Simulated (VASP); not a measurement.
Here is a VASP 6.6.1 calculation.

The input INCAR:

```
PREC     = Accurate       # precision mode
ENCUT    = 520            # plane-wave cutoff, eV
EDIFF    = 1E-6           # SCF threshold, eV
ISMEAR   = 0              # smearing method
SIGMA    = 0.1            # smearing width, eV
LREAL    = F              # projectors in reciprocal space
LASPH    = T              # aspherical terms in the spheres
NELM     = 100            # most SCF steps
ALGO     = Normal         # electronic algorithm
ISIF     = 2              # what is computed and relaxed
LWAVE    = F              # write WAVECAR
LCHARG   = F              # write CHGCAR
GGA      = PS             # functional
NBANDS   = 10             # bands
```

Contents of KPOINTS:

```
Automatic mesh
0
Gamma
  6 6 8
```

Contents of POSCAR:

```
Cl
1.0
    2.2925282754     -3.1032631960      0.0425735141
    2.2925282754      3.1032631960      0.0425735141
   -1.4239701244      0.0000000000      2.0402486963
Cl
1
Direct
    0.5000000000      0.5000000000      0.5000000000
```

Potentials or basis: VASP PAW PBE potentials, release 64 (Cl).

Run with:

```bash
$ cat potpaw_PBE.64/Cl/POTCAR > POTCAR
$ mpirun -np 1 vasp_std > vasp.out
```

Q: Predict the band gap on the k mesh.

A: Zero (an odd number of electrons rules out a gap without spin polarisation).

Q: Estimate the pressure.

A: -5.7 GPa.

Stress tensor (GPa, compression positive):
```
 -5.97   0.00   7.23
  0.00   0.37   0.00
  7.23   0.00 -11.38
```

Caveat: the k points lie up to 0.36 Å⁻¹ apart, too coarse for converged energies and pressures of a metal; the cell differs from its parent crystal (I replaced by Cl, lengths x 0.840, strained); the PAW data sets were made with another functional, which shifts forces and pressure a little; an odd number of electrons without spin polarisation forces a metal; a magnetic or distorted state may lie lower.
